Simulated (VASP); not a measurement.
Runs of VASP 6.6.1 on K2SiB2. The structure is that of space group P-3m1 (No. 164), or close to it. The cells are those of the table. 

```csv
task,cell,k mesh,cutoff (eV),gap on the mesh (eV),pressure (GPa),relaxed volume (Å³/atom),largest force (eV/Å)
relaxation of cell and atoms,"relaxed from a = 3.588, b = 3.588, c = 9.968 Å, angles 90.0, 90.0, 120.0°, 5 atoms",12 × 12 × 4,600,none,0.0,(b),0.01
single point,"a = 3.635, b = 3.635, c = 9.969 Å, angles 90.0, 90.0, 120.0°, 5 atoms",12 × 12 × 4,520,none,0.0,-,0.01
relaxation of cell and atoms,"relaxed from a = 3.413, b = 3.413, c = 9.677 Å, angles 90.0, 90.0, 120.0°, 5 atoms",6 × 6 × 2,600,none,0.2,22.00,0.03
single point,"a = 3.413, b = 3.413, c = 9.677 Å, angles 90.0, 90.0, 120.0°, 5 atoms",6 × 6 × 2,520,none,3.8,-,3.79
single point,"a = 3.588, b = 3.588, c = 9.968 Å, angles 90.0, 90.0, 120.0°, 5 atoms",6 × 6 × 2,520,none,0.2,-,(a)
```

Alike in all rows: level PBE; potentials or basis VASP PAW PBE potentials, release 64 (K_sv, Si, B); no spin polarisation; smearing gaussian 0.1 eV.

Task: Fill in the values left out.

Result: (a) 0.02; (b) 22.80.

Caveats: forces of over 1 eV/Å act on the atoms, so gaps and moduli don't describe the material at rest (some runs).

A gap of «none» marks levels without a gap at the run's occupations.
